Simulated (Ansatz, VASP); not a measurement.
## Two plane-wave programs on C

```
C
1.0
     0.00000    1.84798    1.63475
     1.84798    0.00000    1.63475
     1.84798    1.84798    0.00000
C
2
Direct
  0.50000 0.50000 0.50000
  0.75000 0.75000 0.75000
```

Change from the starting cell: strain +0.040 along x and y, -0.080 along z, atoms carried along.

Alike in both runs: task single point; functional PBEsol; k mesh 12 × 12 × 12; occupations gaussian, width 0.05 eV; no spin polarisation.

```csv
,VASP,Ansatz
version,VASP 6.6.1,Ansatz 0.2.0
potentials or method,"VASP PAW PBE potentials, release 64 (C_h), cutoff 1300 eV","scalar-relativistic, plane waves, PAW"
valence electrons in the cell,8,8
```

```csv
,VASP,Ansatz,Ansatz less VASP
gap on the k mesh at the Fermi level (eV),1.07,1.08,+0.003
least direct gap on the mesh (eV),3.65,3.65,-0.003
pressure (GPa),2.5,2.4,-0.14
"traceless stress, the component that is largest in VASP (GPa)",66.51,66.49,-0.015
```

VASP's potentials were made for PBE, not for PBEsol.
